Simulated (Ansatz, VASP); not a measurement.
## Two plane-wave programs on Rh

File INCAR:

```
PREC     = Accurate       # precision mode
ENCUT    = 460            # plane-wave cutoff, eV
EDIFF    = 1E-8           # SCF threshold, eV
ISMEAR   = -1             # smearing method
SIGMA    = 0.05           # smearing width, eV
LREAL    = False          # projectors in reciprocal space
LASPH    = True           # aspherical terms in the spheres
NELM     = 120            # most SCF steps
ALGO     = Normal         # electronic algorithm
ISIF     = 2              # what is computed and relaxed
LWAVE    = False          # write WAVECAR
LCHARG   = False          # write CHGCAR
GGA      = PE             # functional
LEFG     = True         
NBANDS   = 24             # bands
GGA_COMPAT= False
```

File KPOINTS:

```
regular mesh
0
Gamma
  10 10 10
```

The input POSCAR:

```
Rh
1.0
    0.0000000000      2.5993341490      2.5993341490
    2.5993341490      0.0000000000      2.5993341490
    2.5993341490      2.5993341490      0.0000000000
Rh
2
Direct
   -0.1700000000     -0.1100000000     -0.1100000000
    0.1700000000      0.1100000000      0.1100000000
```

Input for Ansatz:

```yaml
crystal:
  lattice:
    - [0.0, 2.599334149, 2.599334149]
    - [2.599334149, 0.0, 2.599334149]
    - [2.599334149, 2.599334149, 0.0]
  atoms:
    - { symbol: Rh, position: [-0.17, -0.11, -0.11] }
    - { symbol: Rh, position: [0.17, 0.11, 0.11] }
kpoints:
  mp_grid: { grid: [10, 10, 10] }
scf:
  occupations: { method: fermi_dirac, width: 0.05 }
hamiltonian:
  xc: pbe
  pseudopotentials: { kind: paw }
output:
  forces: true
  stress: true
  eigenvalues: true
  efg: { contact_densities: true }
  populations: true
```

Change from the starting cell: shortest bond scaled by 0.88, PAW files.

Alike in both runs: task electric field gradients; functional PBE; k mesh 10 × 10 × 10; occupations fermi-dirac, width 0.05 eV; no spin polarisation.

```csv
,VASP,Ansatz
version,VASP 6.6.1,Ansatz 0.2.0
potentials or method,"VASP PAW PBE potentials, release 64 (Rh_sv_GW)","PAW with Ansatz's default frozen-core files, scalar-relativistic"
plane-wave cutoff (eV),460,420
valence electrons in the cell,34,34
```

Ansatz gave:

* rms of the force components (eV/Å): 4.913
* size of Vzz on the site where it differs most (V/Å²): 196.6

Problem. What did VASP give for the same quantities?

Solution. rms of the force components (eV/Å): 4.982; size of Vzz on the site where it differs most (V/Å²): 172.5.

Atom by atom the forces differ by 0.069 eV/Å (rms over components). The functional is the same, so the differences come from potentials, cutoffs and numerics.
